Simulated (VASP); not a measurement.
# Al (Pm-3m) in VASP: a series of runs, part 2 of 2

VASP 6.6.1. The steps go on from the part before.

## (5) Single point, PBE

This run uses another cell than the first one, of 19.36 Å³/atom, 0.906 times its volume.

INCAR

```
SYSTEM = Al
ALGO = Normal ; EDIFF = 1E-6
ENCUT = 500 ; GGA = PE
GGA_COMPAT = .FALSE. ; ISIF = 2
ISMEAR = -1 ; LASPH = .TRUE.
LCHARG = .TRUE. ; LELF = .TRUE.
LREAL = .FALSE. ; LVHAR = .TRUE.
LWAVE = .FALSE. ; NBANDS = 8
NELM = 120 ; PREC = Accurate
SIGMA = 0.06122561905347299
```

KPOINTS

```
k-points
0
G
  20 20 20
  0 0 0
```

POSCAR

```
Al
1.0
    2.6853337011      0.0000000000      0.0000000000
    0.0000000000      2.6853337011      0.0000000000
    0.0000000000      0.0000000000      2.6853337011
Al
1
Direct
    0.0000000000      0.0000000000      0.0000000000
```

Potentials or basis: VASP PAW PBE potentials, release 64 (Al).

The run is started by

```
> cat potpaw_PBE.64/Al/POTCAR > POTCAR
> mpirun -np 1 vasp_std > vasp.out
```

OUTCAR:

```text
SYSTEM = Al
   EDIFF = 1E-6
   ENCUT = 500
   GGA = PE
   ISIF = 2
   ISMEAR = -1
   LASPH = .TRUE.
   LREAL = .FALSE.
   NELM = 120
   PREC = Accurate

 ion  position               nearest neighbor table
   1  0.000  0.000  0.000-

  LATTYP: Found a simple cubic cell.
 ALAT       =     2.6853337011

  Lattice vectors:

 A1 = (   2.6853337011,   0.0000000000,   0.0000000000)
 A2 = (   0.0000000000,   2.6853337011,   0.0000000000)
 A3 = (   0.0000000000,   0.0000000000,   2.6853337011)

Analysis of symmetry for initial positions (statically):
=====================================================================
 Subroutine PRICEL returns:
 Original cell was already a primitive cell.

 Routine SETGRP: Setting up the symmetry group for a
 simple cubic supercell.

 Subroutine GETGRP returns: Found 48 space group operations
 (whereof 48 operations were pure point group operations)
 out of a pool of 48 trial point group operations.

The static configuration has the point symmetry O_h .

Analysis of symmetry for dynamics (positions and initial velocities):
[... 159 lines left out ...]
 val. band max:        6.0017945443   @ k =   0.4000   0.3500   0.1500
 cond. band min:       6.0595979114   @ k =   0.5000   0.5000   0.1000
 fundamental gap:      0.0578033671
 Fermi energy:         6.0018685313

 k-point     1 :       0.0000    0.0000    0.0000
  band No.  band energies     occupation
      1      -3.7758      2.00000
      2      14.0984      0.00000
      3      14.0984      0.00000
      4      15.4370      0.00000
      5      15.4370      0.00000
      6      15.4370      0.00000
      7      21.8897      0.00000
      8      30.5255      0.00000
[... 243 lines left out ...]
 k-point    24 :       0.2000    0.1000    0.0000
  band No.  band energies     occupation
      1      -2.7639      2.00000
      2       8.8098      0.00000
      3      12.5782      0.00000
      4      16.2858      0.00000
      5      17.0635      0.00000
      6      20.7994      0.00000
      7      24.2589      0.00000
      8      25.6333      0.00000

 [... further k-points ...]

------------------------ aborting loop because EDIFF is reached ----------------------------------------

  FORCE on cell =-STRESS in cart. coord.  units (eV):
  Direction    XX          YY          ZZ          XY          YZ          ZX
  --------------------------------------------------------------------------------------
  -------------------------------------------------------------------------------------
  Total        0.3044001      0.3044001      0.3044001     -0.0000000      0.0000000     -0.0000000
  in kB       25.1860805     25.1860805     25.1860805     -0.0000000      0.0000000     -0.0000000
  external PRESSURE =      25.1860805 kB  Pullay stress =       0.0000000 kB

 VOLUME and BASIS-vectors are now :
 -----------------------------------------------------------------------------
  energy-cutoff  :      500.00
  volume of cell :       19.36
      direct lattice vectors                 reciprocal lattice vectors
     2.685333701  0.000000000  0.000000000     0.372393196  0.000000000  0.000000000
     0.000000000  2.685333701  0.000000000     0.000000000  0.372393196  0.000000000
     0.000000000  0.000000000  2.685333701     0.000000000  0.000000000  0.372393196

 POSITION                                       TOTAL-FORCE (eV/Angst)
 -----------------------------------------------------------------------------------
      0.00000      0.00000      0.00000         0.000000      0.000000      0.000000
 -----------------------------------------------------------------------------------
    total drift:                               -0.000000      0.000000      0.000000

  FREE ENERGIE OF THE ION-ELECTRON SYSTEM (eV)
  ---------------------------------------------------
  free  energy   TOTEN  =        -3.3718417225 eV

  energy  without entropy=       -3.3664515075  energy(sigma->0) =       -3.36914662
```

OSZICAR:

```text
N       E                     dE             d eps       ncg     rms          rms(c)
DAV:   1    -0.201812732242E+01   -0.20181E+01   -0.79025E+02  4616   0.191E+02
DAV:   2    -0.337035641153E+01   -0.13522E+01   -0.12931E+01  6072   0.175E+01
DAV:   3    -0.337882421565E+01   -0.84678E-02   -0.84593E-02  5680   0.151E+00
DAV:   4    -0.337886293282E+01   -0.38717E-04   -0.38716E-04  6664   0.906E-02
DAV:   5    -0.337886314161E+01   -0.20879E-06   -0.20894E-06  5704   0.444E-03    0.106E+00
DAV:   6    -0.337468155179E+01    0.41816E-02   -0.19048E-03  5704   0.169E-01    0.619E-01
DAV:   7    -0.337183096475E+01    0.28506E-02   -0.49274E-03  5400   0.264E-01    0.987E-02
DAV:   8    -0.337184210428E+01   -0.11140E-04   -0.38235E-05  6520   0.400E-02    0.118E-02
DAV:   9    -0.337184172255E+01    0.38173E-06   -0.69963E-07  5576   0.345E-03
   1 F= -.33718417E+01 E0= -.33691466E+01  d E =-.539022E-02
```

Wall time 16 s (1 thread of Intel Xeon Platinum 8259CL at 2.50GHz (Skylake/Cascade Lake), shared host); peak memory 0.14 GiB.

What came out:

```
Free energy : -3.3718 eV
Pressure    : 2.5 GPa
```

Levels at points of the mesh, in eV from the Fermi level:
```
           k point  band 1  band 2  band 3  band 4  band 5
(0.00, 0.00, 0.00)   -9.78    8.10    8.10    9.44    9.44
(0.50, 0.00, 0.00)   -5.26   -4.24   10.74   13.13   13.13
(0.50, 0.50, 0.00)   -0.56   -0.56   -0.13    2.13   16.89
(0.50, 0.50, 0.50)    3.00    3.00    3.00    5.61    5.61
```

## (6) Summary

| cell | k mesh | gap on the mesh (eV) | pressure (GPa) |
| --- | --- | --- | --- |
| a = 2.776 Å, 1 atom | 14 × 14 × 14 | none | -2.8 |
| a = 2.667 Å, 1 atom | 20 × 20 × 20 | none | 4.0 |
| a = 2.685 Å, 1 atom | 20 × 20 × 20 | none | 2.5 |

Alike in all rows: task single point; level PBE; potentials or basis VASP PAW PBE potentials, release 64 (Al); no spin polarisation; cutoff (eV) 500; smearing fermi-dirac 0.0612256 eV.

Absolute energies hang on the potentials; compare differences alone.
